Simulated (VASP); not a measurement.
# TiC (I4mm) in VASP: further runs, part 3 of 3

VASP 6.6.1. The steps go on from the part before.

## (4) Single point, PBEsol (all C atoms moved -0.050 Å, as atom 2 along Cartesian [0 1 0])

Contents of INCAR:

```
SYSTEM = TiC
  ALGO = Normal
  EDIFF = 1E-7
  ENCUT = 520
  GGA = PS
  ISIF = 2
  ISMEAR = 0
  LASPH = .True.
  LCHARG = .False.
  LREAL = .False.
  LWAVE = .False.
  NBANDS = 15
  NELM = 100
  PREC = Accurate
  SIGMA = 0.15
```

Contents of KPOINTS:

```
k-points
0
Gamma
  18 18 18
  0 0 0
```

Contents of POSCAR:

```
TiC
1.0
    0.0000000000      2.1640000000      2.1640000000
    2.1640000000      0.0000000000      2.1640000000
    2.1640000000      2.1640000000      0.0000000000
Ti C
1 1
Direct
    0.0000000000      0.0000000000      0.0000000000
    0.4884473198      0.5115526802      0.4884473198
```

Potentials or basis: VASP PAW PBE potentials, release 64 (Ti_sv, C).

Command:

```bash
$ cat potpaw_PBE.64/Ti_sv/POTCAR potpaw_PBE.64/C/POTCAR > POTCAR
$ mpirun -np 1 vasp_std > vasp.out
```

OUTCAR:

```text
SYSTEM = TiC
   EDIFF = 1E-7
   ENCUT = 520
   GGA = PS
   ISIF = 2
   ISMEAR = 0
   LASPH = .True.
   LREAL = .False.
   NELM = 100
   PREC = Accurate

 ion  position               nearest neighbor table
   1  0.000  0.000  0.000-   2 2.11   2 2.16   2 2.16   2 2.16   2 2.16   2 2.21
   2  0.488  0.512  0.488-   1 2.11   1 2.16   1 2.16   1 2.16   1 2.16   1 2.21

  LATTYP: Found a face centered cubic cell.
 ALAT       =     4.3280000000

  Lattice vectors:

 A1 = (   0.0000000000,   2.1640000000,   2.1640000000)
 A2 = (   2.1640000000,   0.0000000000,   2.1640000000)
 A3 = (   2.1640000000,   2.1640000000,   0.0000000000)

Analysis of symmetry for initial positions (statically):
=====================================================================
 Subroutine PRICEL returns:
 Original cell was already a primitive cell.

 Routine SETGRP: Setting up the symmetry group for a
 face centered cubic supercell.

 Subroutine GETGRP returns: Found  8 space group operations
 (whereof  8 operations were pure point group operations)
 out of a pool of 48 trial point group operations.

The static configuration has the point symmetry C_4v.

Analysis of symmetry for dynamics (positions and initial velocities):
=====================================================================
 Subroutine PRICEL returns:
 Original cell was already a primitive cell.

 Routine SETGRP: Setting up the symmetry group for a
 face centered cubic supercell.

 Subroutine GETGRP returns: Found  8 space group operations
 (whereof  8 operations were pure point group operations)
 out of a pool of 48 trial point group operations.

The dynamic configuration has the point symmetry C_4v.

 Subroutine INISYM returns: Found  8 space group operations
 (whereof  8 operations are pure point group operations),
 and found     1 'primitive' translations

----------------------------------------------------------------------------------------

                                     Primitive cell

  volume of cell :      20.2676

  direct lattice vectors                    reciprocal lattice vectors
     0.000000000  2.164000000  2.164000000    -0.231053604  0.231053604  0.231053604
     2.164000000  0.000000000  2.164000000     0.231053604 -0.231053604  0.231053604
     2.164000000  2.164000000  0.000000000     0.231053604  0.231053604 -0.231053604

  length of vectors
     3.060358149  3.060358149  3.060358149     0.400196582  0.400196582  0.400196582

  position of ions in fractional coordinates (direct lattice)
     0.000000000  0.000000000  0.000000000
     0.488447320  0.511552680  0.488447320

  ion indices of the primitive-cell ions
   primitive index   ion index
                 1           1
                 2           2

----------------------------------------------------------------------------------------

 KPOINTS: k-points

Automatic generation of k-mesh.
 Grid dimensions read from file:
 generate k-points for:   18   18   18

 Generating k-lattice:

  Cartesian coordinates                     Fractional coordinates (reciprocal lattice)
    -0.012836311  0.012836311  0.012836311     0.055555556  0.000000000  0.000000000
     0.012836311 -0.012836311  0.012836311     0.000000000  0.055555556  0.000000000
     0.012836311  0.012836311 -0.012836311     0.000000000  0.000000000  0.055555556

  Length of vectors
     0.022233143  0.022233143  0.022233143

  Shift w.r.t. Gamma in fractional coordinates (k-lattice)
     0.000000000  0.000000000  0.000000000

 Subroutine IBZKPT returns following result:
 ===========================================

 Found    480 irreducible k-points:

 Following reciprocal coordinates:
            Coordinates               Weight
  0.000000  0.000000  0.000000      1.000000
  0.055556  0.000000  0.000000      8.000000
  0.111111  0.000000  0.000000      8.000000
  0.166667  0.000000  0.000000      8.000000
  0.222222  0.000000  0.000000      8.000000
  0.277778  0.000000  0.000000      8.000000
[... 16 lines left out ...]
  0.388889  0.055556  0.000000     16.000000
  0.055556  0.000000  0.388889      8.000000
 [... further k-points ...]
   k-points           NKPTS =    480   k-points in BZ     NKDIM =    480   number of bands    NBANDS=     15
   number of dos      NEDOS =    301   number of ions     NIONS =      2
   total plane-waves  NPLWV =  13824
   dimension x,y,z NGX =    24 NGY =   24 NGZ =   24
   dimension x,y,z NGXF=    48 NGYF=   48 NGZF=   48
   ions per type =               1   1
   NGX,Y,Z   is equivalent  to a cutoff of  13.04, 13.04, 13.04 a.u.
   NGXF,Y,Z  is equivalent  to a cutoff of  26.07, 26.07, 26.07 a.u.
 SYSTEM =  TiC
   PREC   = accura    normal or accurate (medium, high low for compatibility)
   ISTART =      0    job   : 0-new  1-cont  2-samecut
   ICHARG =      2    charge: 1-file 2-atom 10-const
   ISPIN  =      1    spin polarized calculation?
   LNONCOLLINEAR =      F non collinear calculations
   LSORBIT =      F    spin-orbit coupling
   LASPH  =      T    aspherical Exc in radial PAW
   ENCUT  =  520.0 eV  38.22 Ry    6.18 a.u.   5.69  5.69  5.69*2*pi/ulx,y,z
   NELM   =    100;   NELMIN=  2; NELMDL= -5     # of ELM steps
   EDIFF  = 0.1E-06   stopping-criterion for ELM
   LREAL  =      F    real-space projection
   EDIFFG = 0.1E-05   stopping-criterion for IOM
   NSW    =      0    number of steps for IOM
   IBRION =     -1    ionic relax: 0-MD 1-quasi-New 2-CG
   NFREE  =      0    steps in history (QN), initial steepest desc. (CG)
   ISIF   =      2    stress and relaxation
   ISYM   =      2    0-nonsym 1-usesym 2-fastsym
   POTIM  = 0.5000    time-step for ionic-motion
   TEBEG  =    0.0;   TEEND  =   0.0 temperature during run
   PSTRESS=    0.0 pullay stress
   NELECT =      16.0000    total number of electrons
   NUPDOWN=      -1.0000    fix difference up-down
   EMIN   =  10.00;   EMAX   =-10.00  energy-range for DOS
   EFERMI =   0.00;   METHOD = LEGACY
   ISMEAR =     0;   SIGMA  =   0.15  broadening in eV -4-tet -1-fermi 0-gaus
   EFERMI_NEDOS =   21; number of points for ismear=-14 and -15
   IALGO  =     38    algorithm
   IMIX   =      4    mixing-type and parameters
     AMIX     =   0.40;   BMIX     =  1.00
     AMIX_MAG =   1.60;   BMIX_MAG =  1.00
  volume/ion in A,a.u.               =      10.13        68.39
  Fermi-wavevector in a.u.,A,eV,Ry     =   1.513030  2.859212 31.147275  2.289260
  Thomas-Fermi vector in A             =   2.622876
   LORBIT       =      0    0 simple, 1 ext, 2 COOP (PROOUT), +10 PAW based schemes
   GGA     = PS    functional components
   LHFCALC =     F    Hartree Fock is set to
   AEXX    =    0.0000 exact exchange contribution
   IVDW    =     0    specifies the selected vdW correction
   LEPSILON=     F    determine dielectric tensor
   LRPA    =     F    only Hartree local field effects (RPA)
 non-spin polarized calculation
 Gauss-broadening in eV      SIGMA  =   0.15
  energy-cutoff  :      520.00
  volume of cell :       20.27
 maximum number of plane-waves:       568
   NGX = 11   NGY = 11   NGZ = 11

 number of electron      16.0000000 magnetization

 Free energy of the ion-electron system (eV)
  ---------------------------------------------------
  ext. energy  EPLUGINS =         0.00000000
  ---------------------------------------------------
  free energy    TOTEN  =       -19.78362373 eV

  energy without entropy =      -19.78022478  energy(sigma->0) =      -19.78192425

 E-fermi :   9.3371     XC(G=0): -12.8713

 val. band max:        9.3285831576   @ k =   0.3889   0.0000   0.4444
 cond. band min:       9.3375146661   @ k =   0.2778   0.2222   0.0000
 fundamental gap:      0.0089315085
 Fermi energy:         9.3370897382

 k-point     1 :       0.0000    0.0000    0.0000
  band No.  band energies     occupation
      1     -46.9933      2.00000
      2     -23.1193      2.00000
      3     -23.1193      2.00000
      4     -23.1185      2.00000
      5      -3.0474      2.00000
      6       9.9097      0.00000
      7       9.9097      0.00000
      8       9.9937      0.00000
      9      10.6175      0.00000
     10      11.0606      0.00000
     11      11.1276      0.00000
     12      11.1276      0.00000
     13      11.4999      0.00000
     14      19.8283      0.00000
     15      23.2547      0.00000
[... 397 lines left out ...]
 k-point    24 :       0.0556    0.0000    0.3889
  band No.  band energies     occupation
      1     -46.9283      2.00000
      2     -23.5498      2.00000
      3     -23.1708      2.00000
      4     -23.1641      2.00000
      5      -0.4376      2.00000
      6       4.6328      2.00000
      7       6.6740      2.00000
      8       6.8711      2.00000
      9      11.6197      0.00000
     10      12.0202      0.00000
     11      12.9420      0.00000
     12      16.3948      0.00000
     13      16.9983      0.00000
     14      18.9528      0.00000
     15      24.8221      0.00000

 [... further k-points ...]
[... 5 lines left out ...]
  --------------------------------------------------------------------------------------
  -------------------------------------------------------------------------------------
  Total       -0.7384938     -0.6525991     -0.7384938      0.0000000      0.0000000      0.0000000
  in kB      -58.3788717    -51.5887828    -58.3788717      0.0000000      0.0000000      0.0000000
  external PRESSURE =     -56.1155088 kB  Pullay stress =       0.0000000 kB

 VOLUME and BASIS-vectors are now :
 -----------------------------------------------------------------------------
  energy-cutoff  :      520.00
  volume of cell :       20.27
      direct lattice vectors                 reciprocal lattice vectors
     0.000000000  2.164000000  2.164000000    -0.231053604  0.231053604  0.231053604
     2.164000000  0.000000000  2.164000000     0.231053604 -0.231053604  0.231053604
     2.164000000  2.164000000  0.000000000     0.231053604  0.231053604 -0.231053604

 POSITION                                       TOTAL-FORCE (eV/Angst)
 -----------------------------------------------------------------------------------
      0.00000      0.00000      0.00000         0.000000     -0.468433      0.000000
      2.16400      2.11400      2.16400         0.000000      0.468433      0.000000
 -----------------------------------------------------------------------------------
    total drift:                                0.000000     -0.000000     -0.000000

  FREE ENERGIE OF THE ION-ELECTRON SYSTEM (eV)
  ---------------------------------------------------
  free  energy   TOTEN  =       -19.7836237305 eV

  energy  without entropy=      -19.7802247763  energy(sigma->0) =      -19.78192425
```

OSZICAR:

```text
N       E                     dE             d eps       ncg     rms          rms(c)
DAV:   1     0.117069582970E+03    0.11707E+03   -0.79164E+03 14437   0.127E+03
DAV:   2    -0.177035273256E+02   -0.13477E+03   -0.12624E+03 15401   0.335E+02
DAV:   3    -0.249665219035E+02   -0.72630E+01   -0.71472E+01 18674   0.767E+01
DAV:   4    -0.252006767822E+02   -0.23415E+00   -0.23395E+00 17796   0.127E+01
DAV:   5    -0.252066891140E+02   -0.60123E-02   -0.60105E-02 18881   0.178E+00    0.185E+01
DAV:   6    -0.203665829636E+02    0.48401E+01   -0.11193E+01 20590   0.560E+01    0.667E+00
DAV:   7    -0.198280168083E+02    0.53857E+00   -0.19503E+00 16933   0.197E+01    0.499E+00
DAV:   8    -0.197951261239E+02    0.32891E-01   -0.10978E-01 16727   0.375E+00    0.310E+00
DAV:   9    -0.197880199326E+02    0.71062E-02   -0.91862E-02 18911   0.387E+00    0.846E-01
DAV:  10    -0.197858132850E+02    0.22066E-02   -0.10791E-02 19582   0.147E+00    0.669E-01
DAV:  11    -0.197836843818E+02    0.21289E-02   -0.36186E-03 16710   0.843E-01    0.129E-01
DAV:  12    -0.197836332860E+02    0.51096E-04   -0.27883E-04 17004   0.161E-01    0.479E-02
DAV:  13    -0.197836236307E+02    0.96552E-05   -0.24523E-05 17851   0.399E-02    0.642E-03
DAV:  14    -0.197836237305E+02   -0.99738E-07   -0.63712E-07 17216   0.682E-03
   1 F= -.19783624E+02 E0= -.19781924E+02  d E =-.339895E-02
```

stdout:

```text
POSCAR found type information on POSCAR TiC
 POSCAR found :  2 types and       2 ions
 scaLAPACK will be used
 -----------------------------------------------------------------------------
|                                                                             |
|                                                                             |
|     You enforced a specific xc type in the INCAR file but a different       |
|     I HOPE YOU KNOW WHAT YOU ARE DOING!                                     |
|                                                                             |
 -----------------------------------------------------------------------------

 LDA part: xc-table for (Slater+PW92), standard interpolation
 POSCAR, INCAR and KPOINTS ok, starting setup
 FFT: planning ... GRIDC
 FFT: planning ... GRID_SOFT
 FFT: planning ... GRID
 WAVECAR not read
 entering main loop
```

Wall time 48 s (1 thread of Intel Xeon 6975P-C (Granite Rapids), shared host); peak memory 0.26 GiB.

Results:

```
Free energy            : -19.7836 eV
Pressure               : -5.6 GPa
Largest force          : 0.468 eV/Å
Band gap on the k mesh : zero (band 8 reaches 9.99 eV, above the bottom of band 9 at 8.91 eV)
```

Forces in eV/Å, atoms in the order of the input:
```
Ti   0.000 -0.468  0.000
C    0.000  0.468  0.000
```

Levels at points of the mesh, in eV from the Fermi level:
```
           k point  band 5  band 6  band 7  band 8  band 9  band 10  band 11  band 12
(0.00, 0.00, 0.00)  -12.38    0.57    0.57    0.66    1.28     1.72     1.79     1.79
(0.50, 0.00, 0.00)   -8.85   -5.89   -2.91   -2.90    2.92     2.92     4.11     7.87
(0.50, 0.50, 0.00)  -10.07   -3.45   -1.75   -0.05    0.05     2.76     3.53     3.53
(0.50, 0.00, 0.50)  -10.07   -3.44   -1.69   -0.03   -0.03     2.74     3.53     3.53
```

Caveat: the cell differs from its parent crystal (all C atoms moved -0.050 Å, as atom 2 along Cartesian [0 1 0]); the PAW data sets were made with another functional, which shifts forces and pressure a little.
